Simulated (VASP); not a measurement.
Wanted: the native input for a VASP 6.6.1 run.

```yaml
Task: relaxation of cell and atoms
Functional: PBE
Potentials_or_basis: VASP PAW PBE potentials, release 64 (Si, B, F)
Cutoff: 600 eV
k_mesh: 8 × 4 × 4
Occupations: gaussian, width 0.1 eV
Spin: no spin polarisation
Dipole_correction: no
Further_INCAR_settings: ALGO = Normal; EDIFF = 1e-06; IBRION = 2; EDIFFG = -0.04; NSW = 90; ISIF = 3
```

The structure of SiBF lies in POSCAR:

```
SiBF
1.0
    2.2564678691      0.0000000000      0.0000000000
    0.0000000000      3.9839664867      0.0000000000
    0.0000000000      0.0000000000      4.1104742435
Si B F
1 1 1
Direct
    0.0000000000      0.5000000000      0.0000000000
    0.0000000000      0.0000000000      0.5000000000
    0.0000000000      0.0000000000      0.0000000000
```

The cell was built from a structure type or drawn by symmetry, and may not be a known phase.

These files were run (other wordings do the same):

INCAR

```
SYSTEM = SiBF
  PREC = Accurate
  ENCUT = 600
  EDIFF = 1E-6
  ISMEAR = 0
  SIGMA = 0.1
  LREAL = .FALSE.
  LASPH = .TRUE.
  NELM = 100
  ALGO = Normal
  ISIF = 3
  LWAVE = .FALSE.
  LCHARG = .FALSE.
  GGA = PE
  IBRION = 2
  NSW = 90
  EDIFFG = -0.04
```

KPOINTS

```
regular mesh
0
G
  8 4 4
  0 0 0
```

Potentials or basis: VASP PAW PBE potentials, release 64 (Si, B, F).

Launch:

```sh
$ cat potpaw_PBE.64/Si/POTCAR potpaw_PBE.64/B/POTCAR potpaw_PBE.64/F/POTCAR > POTCAR
$ mpirun -np 1 vasp_std > vasp.out
```

Results of the run:

| Quantity | Value |
| --- | --- |
| Relaxed volume | 12.51 Å³/atom |
| Relaxed cell | a = 2.219 Å, b = 3.953 Å, c = 4.278 Å, α = 90.00°, β = 90.00°, γ = 90.00° |
| Space group after relaxing (to 0.1 Å) | Pmmm (No. 47) |
| Energy gained by relaxing | 3.7 meV/atom |
| Ionic steps | 9 |
| Pressure after relaxing | 0.1 GPa |
| Band gap on the k mesh | zero (bands 7 and 8 overlap by 2.13 eV) |

Caveat: the k points lie up to 0.40 Å⁻¹ apart in the final cell, too coarse for converged energies and pressures of a metal.

It took 2.1 min on 1 thread of Oxide Virtual Turin-like Processor (shared host), peak memory 0.13 GiB.
